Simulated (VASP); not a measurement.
# MgCd2S3 (P3m1) in VASP: notebook

MgCd2S3 is run at these levels: PBE; tasks: relaxation of cell and atoms, single point.

All numbers are computed with VASP 6.6.1; they aren't measurements. Logs are shortened: lines on timing, memory, paths and dates and some standing lists are left out, and cuts for length are marked.

### Step 1. The cell of the first run

It takes space group P3m1 (No. 156, trigonal). Conventional cell: a = 4.001 Å, b = 4.001 Å, c = 9.799 Å, α = 90.00°, β = 90.00°, γ = 120.00°. Mg (site symmetry 3m) has 4 S at 2.45 Å within 3.2 Å. Within 3.2 Å of Cd (site symmetry 3m) lie 4 S at 2.45 Å. Within 3.2 Å of Cd (site symmetry 3m) lie 4 S at 2.45 Å. S (site symmetry 3m) has 4 Cd at 2.45 Å within 3.2 Å. S (site symmetry 3m) has 3 Cd at 2.45 Å and 1 Mg at 2.45 Å within 3.2 Å. S (site symmetry 3m) has 3 Mg at 2.45 Å and 1 Cd at 2.45 Å within 3.2 Å.

### Step 2. Relaxation of cell and atoms, PBE

The input, INCAR:

```
PREC = Accurate ; ENCUT = 600
EDIFF = 1E-6 ; ISMEAR = 0
SIGMA = 0.1 ; LREAL = False
LASPH = True ; NELM = 80
ALGO = Normal ; ISIF = 3
LWAVE = False ; LCHARG = False
GGA = PE ; IBRION = 2
NSW = 90 ; EDIFFG = -0.04
```

The input, KPOINTS:

```
Automatic mesh
0
Gamma
  6 6 2
```

The input, POSCAR:

```
MgCd2S3
1.0
    4.0005497800      0.0000000000      0.0000000000
   -2.0002748900      3.4645777400      0.0000000000
    0.0000000000      0.0000000000      9.7993056600
Mg Cd S
1 2 3
Direct
    0.6666666700      0.3333333300      0.3333333300
    0.0000000000      0.0000000000      0.0000000000
    0.3333333300      0.6666666700      0.6666666700
    0.3333333300      0.6666666700      0.9166666700
    0.6666666700      0.3333333300      0.5833333300
    0.0000000000      0.0000000000      0.2500000000
```

Potentials or basis: VASP PAW PBE potentials, release 64 (Mg, Cd, S).

Started as:

```
$ cat potpaw_PBE.64/Mg/POTCAR potpaw_PBE.64/Cd/POTCAR potpaw_PBE.64/S/POTCAR > POTCAR
$ mpirun -np 1 vasp_std > vasp.out
```

OUTCAR:

```text
PREC = Accurate
   ENCUT = 600
   EDIFF = 1E-6
   ISMEAR = 0
   LREAL = False
   LASPH = True
   NELM = 80
   ISIF = 3
   GGA = PE
   IBRION = 2
   NSW = 90
   EDIFFG = -0.04

 ion  position               nearest neighbor table
   1  0.667  0.333  0.333-   6 2.45   6 2.45   6 2.45   5 2.45
   2  0.000  0.000  0.000-   4 2.45   4 2.45   4 2.45   6 2.45
   3  0.333  0.667  0.667-   5 2.45   5 2.45   4 2.45   5 2.45
   4  0.333  0.667  0.917-   2 2.45   2 2.45   2 2.45   3 2.45
   5  0.667  0.333  0.583-   3 2.45   3 2.45   1 2.45   3 2.45
   6  0.000  0.000  0.250-   1 2.45   1 2.45   1 2.45   2 2.45

  LATTYP: Found a hexagonal cell.
 ALAT       =     4.0005497800
 C/A-ratio  =     2.4494897449

  Lattice vectors:

 A1 = (   4.0005497800,   0.0000000000,   0.0000000000)
 A2 = (  -2.0002748900,   3.4645777400,   0.0000000000)
 A3 = (   0.0000000000,   0.0000000000,   9.7993056600)

Analysis of symmetry for initial positions (statically):
=====================================================================
 Subroutine PRICEL returns:
 Original cell was already a primitive cell.

 Routine SETGRP: Setting up the symmetry group for a
 hexagonal supercell.

 Subroutine GETGRP returns: Found  6 space group operations
 (whereof  6 operations were pure point group operations)
 out of a pool of 24 trial point group operations.

The static configuration has the point symmetry C_3v.

Analysis of symmetry for dynamics (positions and initial velocities):
=====================================================================
 Subroutine PRICEL returns:
 Original cell was already a primitive cell.

 Routine SETGRP: Setting up the symmetry group for a
 hexagonal supercell.

 Subroutine GETGRP returns: Found  6 space group operations
 (whereof  6 operations were pure point group operations)
 out of a pool of 24 trial point group operations.

The dynamic configuration has the point symmetry C_3v.

 Subroutine INISYM returns: Found  6 space group operations
 (whereof  6 operations are pure point group operations),
 and found     1 'primitive' translations

----------------------------------------------------------------------------------------

                                     Primitive cell

  volume of cell :     135.8205

  direct lattice vectors                    reciprocal lattice vectors
     4.000549780  0.000000000  0.000000000     0.249965643  0.144317731  0.000000000
    -2.000274890  3.464577740  0.000000000     0.000000000  0.288635463  0.000000000
     0.000000000  0.000000000  9.799305660     0.000000000  0.000000000  0.102048047

  length of vectors
     4.000549780  4.000549781  9.799305660     0.288635463  0.288635463  0.102048047

  position of ions in fractional coordinates (direct lattice)
     0.666666670  0.333333330  0.333333330
     0.000000000  0.000000000  0.000000000
     0.333333330  0.666666670  0.666666670
     0.333333330  0.666666670  0.916666670
     0.666666670  0.333333330  0.583333330
     0.000000000  0.000000000  0.250000000

  ion indices of the primitive-cell ions
   primitive index   ion index
                 1           1
                 2           2
                 3           3
                 4           4
                 5           5
                 6           6

----------------------------------------------------------------------------------------

 KPOINTS: Automatic mesh

Automatic generation of k-mesh.
 Grid dimensions read from file:
 generate k-points for:    6    6    2

 Generating k-lattice:

  Cartesian coordinates                     Fractional coordinates (reciprocal lattice)
     0.041660941  0.024052955  0.000000000     0.166666667  0.000000000  0.000000000
     0.000000000  0.048105910  0.000000000     0.000000000  0.166666667  0.000000000
     0.000000000  0.000000000  0.051024023     0.000000000  0.000000000  0.500000000

  Length of vectors
     0.048105911  0.048105910  0.051024023

  Shift w.r.t. Gamma in fractional coordinates (k-lattice)
     0.000000000  0.000000000  0.000000000

 Subroutine IBZKPT returns following result:
 ===========================================

 Found     14 irreducible k-points:

 Following reciprocal coordinates:
            Coordinates               Weight
  0.000000  0.000000  0.000000      1.000000
  0.166667  0.000000  0.000000      6.000000
  0.333333  0.000000  0.000000      6.000000
  0.500000  0.000000  0.000000      3.000000
  0.166667  0.166667  0.000000      6.000000
  0.333333  0.166667  0.000000     12.000000
  0.333333  0.333333  0.000000      2.000000
  0.000000  0.000000  0.500000      1.000000
  0.166667  0.000000  0.500000      6.000000
  0.333333  0.000000  0.500000      6.000000
  0.500000  0.000000  0.500000      3.000000
  0.166667  0.166667  0.500000      6.000000
  0.333333  0.166667  0.500000     12.000000
  0.333333  0.333333  0.500000      2.000000
   k-points           NKPTS =     14   k-points in BZ     NKDIM =     14   number of bands    NBANDS=     26
   number of dos      NEDOS =    301   number of ions     NIONS =      6
   total plane-waves  NPLWV =  81920
   dimension x,y,z NGX =    32 NGY =   32 NGZ =   80
   dimension x,y,z NGXF=    64 NGYF=   64 NGZF=  160
   ions per type =               1   2   3
   NGX,Y,Z   is equivalent  to a cutoff of  13.30, 13.30, 13.57 a.u.
   NGXF,Y,Z  is equivalent  to a cutoff of  26.60, 26.60, 27.14 a.u.
 SYSTEM =  unknown system
   PREC   = accura    normal or accurate (medium, high low for compatibility)
   ISTART =      0    job   : 0-new  1-cont  2-samecut
   ICHARG =      2    charge: 1-file 2-atom 10-const
   ISPIN  =      1    spin polarized calculation?
   LNONCOLLINEAR =      F non collinear calculations
   LSORBIT =      F    spin-orbit coupling
   LASPH  =      T    aspherical Exc in radial PAW
   ENCUT  =  600.0 eV  44.10 Ry    6.64 a.u.   7.99  7.99 19.57*2*pi/ulx,y,z
   NELM   =     80;   NELMIN=  2; NELMDL= -5     # of ELM steps
   EDIFF  = 0.1E-05   stopping-criterion for ELM
   LREAL  =      F    real-space projection
   EDIFFG = -.4E-01   stopping-criterion for IOM
   NSW    =     90    number of steps for IOM
   IBRION =      2    ionic relax: 0-MD 1-quasi-New 2-CG
   NFREE  =      1    steps in history (QN), initial steepest desc. (CG)
   ISIF   =      3    stress and relaxation
   ISYM   =      2    0-nonsym 1-usesym 2-fastsym
   POTIM  = 0.5000    time-step for ionic-motion
   TEBEG  =    0.0;   TEEND  =   0.0 temperature during run
   PSTRESS=    0.0 pullay stress
   NELECT =      44.0000    total number of electrons
   NUPDOWN=      -1.0000    fix difference up-down
   EMIN   =  10.00;   EMAX   =-10.00  energy-range for DOS
   EFERMI =   0.00;   METHOD = LEGACY
   ISMEAR =     0;   SIGMA  =   0.10  broadening in eV -4-tet -1-fermi 0-gaus
   EFERMI_NEDOS =   21; number of points for ismear=-14 and -15
   IALGO  =     38    algorithm
   IMIX   =      4    mixing-type and parameters
     AMIX     =   0.40;   BMIX     =  1.00
     AMIX_MAG =   1.60;   BMIX_MAG =  1.00
  volume/ion in A,a.u.               =      22.64       152.76
  Fermi-wavevector in a.u.,A,eV,Ry     =   1.124356  2.124725 17.200174  1.264177
  Thomas-Fermi vector in A             =   2.261028
   LORBIT       =      0    0 simple, 1 ext, 2 COOP (PROOUT), +10 PAW based schemes
   GGA     = PE    functional components
   LHFCALC =     F    Hartree Fock is set to
   AEXX    =    0.0000 exact exchange contribution
   IVDW    =     0    specifies the selected vdW correction
   LEPSILON=     F    determine dielectric tensor
   LRPA    =     F    only Hartree local field effects (RPA)
 conjugate gradient relaxation of ions
 non-spin polarized calculation
 Gauss-broadening in eV      SIGMA  =   0.10
  energy-cutoff  :      600.00
  volume of cell :      135.82
 maximum number of plane-waves:      4558
 NGX is ok and might be reduce to    32
   NGX = 15   NGY = 15   NGZ = 39

--------------------------------------- Ionic step        1  -------------------------------------------

 number of electron      44.0000002 magnetization

 Free energy of the ion-electron system (eV)
  ---------------------------------------------------
  ext. energy  EPLUGINS =         0.00000000
  ---------------------------------------------------
  free energy    TOTEN  =       -20.34892868 eV

  energy without entropy =      -20.34892868  energy(sigma->0) =      -20.34892868

------------------------ aborting loop because EDIFF is reached ----------------------------------------

  FORCE on cell =-STRESS in cart. coord.  units (eV):
  Direction    XX          YY          ZZ          XY          YZ          ZX
  --------------------------------------------------------------------------------------
  -------------------------------------------------------------------------------------
  Total        6.3705145      6.3705145      6.2377107     -0.0000000      0.0000000      0.0000000
  in kB       75.1484106     75.1484107     73.5818185     -0.0000000      0.0000000      0.0000000
  external PRESSURE =      74.6262133 kB  Pullay stress =       0.0000000 kB
[... 265 lines left out ...]
  energy  without entropy=      -20.7328765835  energy(sigma->0) =      -20.73287658

--------------------------------------- Ionic step        8  -------------------------------------------

 number of electron      44.0000001 magnetization

 Free energy of the ion-electron system (eV)
  ---------------------------------------------------
  ext. energy  EPLUGINS =         0.00000000
  ---------------------------------------------------
  free energy    TOTEN  =       -20.73314759 eV

  energy without entropy =      -20.73314759  energy(sigma->0) =      -20.73314759

 E-fermi :   1.5321     XC(G=0):  -8.7437

 val. band max:        1.0980759595   @ k =   0.0000   0.0000   0.0000
 cond. band min:       2.6230835480   @ k =   0.0000   0.0000   0.0000
 fundamental gap:      1.5250075885
 Fermi energy:         1.5321374688

 k-point     1 :       0.0000    0.0000    0.0000
  band No.  band energies     occupation
      1     -10.8891      2.00000
      2     -10.6199      2.00000
      3     -10.4108      2.00000
      4      -6.3706      2.00000
      5      -6.3706      2.00000
      6      -6.3028      2.00000
[... 428 lines left out ...]
  FREE ENERGIE OF THE ION-ELECTRON SYSTEM (eV)
  ---------------------------------------------------
  free  energy   TOTEN  =       -20.7331475865 eV

  energy  without entropy=      -20.7331475865  energy(sigma->0) =      -20.73314759

 reached required accuracy - stopping structural energy minimisation
```

Wall time 7 min (1 thread of Intel Xeon 8259CL, shared host); peak memory 0.32 GiB.

Results:

```
Free energy                           : -20.7331 eV
Relaxed volume                        : 25.05 Å³/atom
Relaxed cell                          : a = 4.141 Å, b = 4.141 Å, c = 10.120 Å, α = 90.00°, β = 90.00°, γ = 120.00°
Space group after relaxing (to 0.1 Å) : P3m1 (No. 156)
Energy gained by relaxing             : 64.0 meV/atom
Ionic steps                           : 8
Pressure after relaxing               : 0.1 GPa
Largest force after relaxing          : 0.018 eV/Å
Band gap on the k mesh                : 1.52 eV
```

Forces on the atoms (eV/Å):
```
Mg   0.000  0.000  0.004
Cd   0.000  0.000 -0.018
Cd   0.000  0.000  0.004
S    0.000  0.000  0.000
S    0.000  0.000  0.001
S    0.000  0.000  0.008
```

The path:
| step | energy change (eV) | largest force (eV/Å) | pressure (GPa) | volume (Å³) |
| --- | --- | --- | --- | --- |
| 1 | 0.0000 | 0.8585 | 7.46 | 135.82 |
| 2 | -0.3169 | 0.2100 | -2.11 | 157.62 |
| 3 | -0.3561 | 0.3386 | -0.18 | 151.54 |
| 4 | -0.3671 | 0.2319 | -0.10 | 151.20 |
| 5 | -0.3795 | 0.1995 | 0.14 | 150.26 |
| 6 | -0.3837 | 0.0847 | -0.06 | 150.76 |
| 7 | -0.3839 | 0.0474 | -0.13 | 150.93 |
| 8 | -0.3842 | 0.0176 | 0.11 | 150.28 |

Final structure:
```
CELL_PARAMETERS angstrom
4.14100 0.00000 0.00000
-2.07050 3.58621 0.00000
0.00000 0.00000 10.11964
ATOMIC_POSITIONS crystal
Mg 0.66667 0.33333 0.33106
Cd 0.00000 0.00000 0.00584
Cd 0.33333 0.66667 0.66307
S 0.33333 0.66667 0.91642
S 0.66667 0.33333 0.57415
S 0.00000 0.00000 0.25947
```

### Step 3. Single point, PBE

This run uses another cell than the first one, of 25.03 Å³/atom.

The input, INCAR:

```
SYSTEM = MgCd2S3
PREC = Accurate ; ENCUT = 520
EDIFF = 1E-6 ; ISMEAR = 0
SIGMA = 0.02 ; LREAL = .FALSE.
LASPH = .TRUE. ; NELM = 60
ALGO = Normal ; ISIF = 2
LWAVE = .FALSE. ; LCHARG = .FALSE.
GGA = PE ; NBANDS = 31
```

The input, KPOINTS:

```
Automatic mesh
0
G
  12 12 4
  0 0 0
```

The input, POSCAR:

```
MgCd2S3
1.0
    4.1392128768      0.0000000000      0.0000000000
   -2.0696064384      3.5846635030      0.0000000000
    0.0000000000      0.0000000000     10.1206945803
Mg Cd S
1 2 3
Direct
    0.6666666667      0.3333333333      0.3312603396
    0.0000000000      0.0000000000      0.0052684202
    0.3333333333      0.6666666667      0.6633332555
    0.3333333333      0.6666666667      0.9164086375
    0.6666666667      0.3333333333      0.5747787911
    0.0000000000      0.0000000000      0.2589505560
```

Potentials or basis: VASP PAW PBE potentials, release 64 (Mg, Cd, S).

Started as:

```
$ cat potpaw_PBE.64/Mg/POTCAR potpaw_PBE.64/Cd/POTCAR potpaw_PBE.64/S/POTCAR > POTCAR
$ mpirun -np 1 vasp_std > vasp.out
```

It took 6.3 min on 1 thread of Intel Xeon 8259CL, shared host; peak memory 0.47 GiB.

The run converged. Its results:

- Free energy: -20.7396 eV
- Pressure: 0.2 GPa
- Largest force: 0.038 eV/Å
- Band gap on the k mesh: 1.53 eV

Forces on the atoms (eV/Å):
```
Mg   0.000  0.000  0.004
Cd   0.000  0.000  0.005
Cd   0.000  0.000  0.002
S    0.000  0.000 -0.004
S    0.000  0.000 -0.038
S    0.000  0.000  0.030
```

Levels at points of the mesh, in eV from the valence-band top:
| k point | band 20 | band 21 | band 22 | band 23 | band 24 | band 25 |
| --- | --- | --- | --- | --- | --- | --- |
| (0.00, 0.00, 0.00) | -0.15 | 0.00 | 0.00 | 1.53 | 3.17 | 3.83 |
| (0.50, 0.00, 0.00) | -1.32 | -1.07 | -0.85 | 3.53 | 3.97 | 4.19 |
| (0.00, 0.00, 0.50) | -0.33 | -0.05 | -0.05 | 2.42 | 2.75 | 3.75 |
| (0.50, 0.00, 0.50) | -1.35 | -0.74 | -0.68 | 3.28 | 4.05 | 4.26 |

A k mesh can miss the band edges.

### Step 4. Relaxation of cell and atoms, PBE

This run uses another cell than the first one, of 24.99 Å³/atom.

The input, INCAR:

```
SYSTEM = MgCd2S3
ALGO     = Normal         ! electronic algorithm
EDIFF    = 1E-6           ! SCF threshold, eV
EDIFFG   = -0.01          ! ionic threshold
ENCUT    = 600            ! plane-wave cutoff, eV
GGA      = PE             ! functional
IBRION   = 2              ! ionic algorithm
ISIF     = 3              ! what is computed and relaxed
ISMEAR   = 0              ! smearing method
LASPH    = .True.         ! aspherical terms in the spheres
LCHARG   = .False.        ! write CHGCAR
LREAL    = .False.        ! projectors in reciprocal space
LWAVE    = .False.        ! write WAVECAR
NELM     = 80             ! most SCF steps
NSW      = 100            ! ionic steps
PREC     = Accurate       ! precision mode
SIGMA    = 0.02           ! smearing width, eV
```

The input, KPOINTS:

```
k-points
0
Gamma
  12 12 4
  0 0 0
```

The input, POSCAR:

```
MgCd2S3
1.0
    4.1377350386      0.0000000000      0.0000000000
   -2.0688675193      3.5833836575      0.0000000000
    0.0000000000      0.0000000000     10.1117753553
Mg Cd S
1 2 3
Direct
    0.6666666667      0.3333333333      0.3312577037
    0.0000000000      0.0000000000      0.0052095208
    0.3333333333      0.6666666667      0.6632336973
    0.3333333333      0.6666666667      0.9164183805
    0.6666666667      0.3333333333      0.5748849761
    0.0000000000      0.0000000000      0.2589957216
```

Started as:

```
$ cat potpaw_PBE.64/Mg/POTCAR potpaw_PBE.64/Cd/POTCAR potpaw_PBE.64/S/POTCAR > POTCAR
$ mpirun -np 1 vasp_std > vasp.out
```

Wall time 37 min (1 thread of Oxide Virtual Turin-like, shared host); peak memory 0.53 GiB.

It converged, with:

```yaml
Free_energy: -20.7400 eV
Relaxed_volume: 25.10 Å³/atom
Relaxed_cell: a = 4.143 Å, b = 4.143 Å, c = 10.131 Å, α = 90.00°, β = 90.00°, γ = 120.00°
Space_group_after_relaxing_to_0.1_Å: P3m1 (No. 156)
Energy_gained_by_relaxing: 0.1 meV/atom
Ionic_steps: 10
Pressure_after_relaxing: 0.0 GPa
Largest_force_after_relaxing: 0.007 eV/Å
Band_gap_on_the_k_mesh: 1.52 eV
```

Forces in eV/Å, atoms in the order of the input:
```
Mg   0.000  0.000 -0.004
Cd   0.000  0.000  0.007
Cd   0.000  0.000 -0.004
S    0.000  0.000  0.000
S    0.000  0.000  0.004
S    0.000  0.000 -0.003
```

The path:
```tsv
step	energy change (eV)	largest force (eV/Å)	pressure (GPa)	volume (Å³)
1	0.0000	0.0451	0.24	149.93
2	-0.0006	0.0225	-0.08	150.73
3	-0.0006	0.0266	-0.05	150.59
4	-0.0006	0.0288	0.02	150.52
5	-0.0006	0.0277	0.00	150.56
6	-0.0006	0.0270	0.00	150.57
7	-0.0006	0.0184	0.00	150.55
8	-0.0006	0.0161	0.02	150.50
9	-0.0007	0.0158	0.02	150.51
10	-0.0007	0.0066	-0.02	150.60
```

Final structure:
```yaml
crystal:
  lattice:
    - [4.14301, 0.00000, 0.00000]
    - [-2.07150, 3.58795, 0.00000]
    - [0.00000, 0.00000, 10.13102]
  atoms:
    - { symbol: Mg, position: [0.66667, 0.33333, 0.33125] }
    - { symbol: Cd, position: [0.00000, 0.00000, 0.00552] }
    - { symbol: Cd, position: [0.33333, 0.66667, 0.66321] }
    - { symbol: S, position: [0.33333, 0.66667, 0.91636] }
    - { symbol: S, position: [0.66667, 0.33333, 0.57426] }
    - { symbol: S, position: [0.00000, 0.00000, 0.25939] }
```

Levels at points of the mesh, in eV from the valence-band top:
```
           k point  band 20  band 21  band 22  band 23  band 24  band 25
(0.00, 0.00, 0.00)    -0.15     0.00     0.00     1.52     3.16     3.83
(0.50, 0.00, 0.00)    -1.32    -1.06    -0.84     3.53     3.96     4.18
(0.00, 0.00, 0.50)    -0.32    -0.05    -0.05     2.41     2.75     3.75
(0.50, 0.00, 0.50)    -1.34    -0.73    -0.67     3.27     4.06     4.27
```

### Step 5. Overview

| task | cell | k mesh | cutoff (eV) | smearing | gap on the mesh (eV) | pressure (GPa) | relaxed volume (Å³/atom) | largest force (eV/Å) |
| --- | --- | --- | --- | --- | --- | --- | --- | --- |
| relaxation of cell and atoms | relaxed from a = 4.001, b = 4.001, c = 9.799 Å, angles 90.0, 90.0, 120.0°, 6 atoms, atomic positions A | 6 × 6 × 2 | 600 | gaussian 0.1 eV | 1.52 | 0.1 | 25.05 | 0.02 |
| single point | a = 4.139, b = 4.139, c = 10.121 Å, angles 90.0, 90.0, 120.0°, 6 atoms, atomic positions B | 12 × 12 × 4 | 520 | gaussian 0.02 eV | 1.53 | 0.2 | - | 0.04 |
| relaxation of cell and atoms | relaxed from a = 4.138, b = 4.138, c = 10.112 Å, angles 90.0, 90.0, 120.0°, 6 atoms, atomic positions B | 12 × 12 × 4 | 600 | gaussian 0.02 eV | 1.52 | 0.0 | 25.10 | 0.01 |

Alike in all rows: level PBE; potentials or basis VASP PAW PBE potentials, release 64 (Mg, Cd, S); no spin polarisation.

Absolute energies hang on the potentials; compare differences alone.
